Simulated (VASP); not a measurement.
KMgF3, 5 atoms in the cell. The structure is cubic, space group Pm-3m (No. 221). The conventional cell has a = 3.978 Å, b = 3.978 Å, c = 3.978 Å, α = 90.00°, β = 90.00°, γ = 90.00°. K (site symmetry m-3m) has 12 F at 2.81 Å and 8 Mg at 3.45 Å within 3.7 Å. Within 2.6 Å of Mg (site symmetry m-3m) lie 6 F at 1.99 Å. Within 2.6 Å of F (site symmetry 4/mmm) lie 2 Mg at 1.99 Å. 

* Program: VASP 6.6.1
* Task: single point
* Functional: PBE
* Potentials or basis: VASP PAW PBE potentials, release 64 (K_sv, Mg, F)
* Cutoff: 600 eV
* k mesh: 4 × 4 × 4
* Occupations: gaussian, width 0.1 eV
* Spin: no spin polarisation
* Dipole correction: no
* Further INCAR settings: ALGO = Normal; EDIFF = 1e-06; NBANDS = 24

Potentials or basis: VASP PAW PBE potentials, release 64 (K_sv, Mg, F).

Run with:

```console
$ cat potpaw_PBE.64/K_sv/POTCAR potpaw_PBE.64/Mg/POTCAR potpaw_PBE.64/F/POTCAR > POTCAR
$ mpirun -np 1 vasp_std > vasp.out
```

Hardware: 1 thread of Intel(R) Xeon(R) Platinum 8259CL CPU @ 2.50GHz (Skylake/Cascade Lake) (shared host).

**Question.** How long does it take, and how much memory?

**Answer.** It took 13 s on 1 thread of Intel(R) Xeon(R) Platinum 8259CL CPU @ 2.50GHz (Skylake/Cascade Lake), with other jobs on the host, peak memory 0.18 GiB. Counts: scf iterations 13, k points 10.
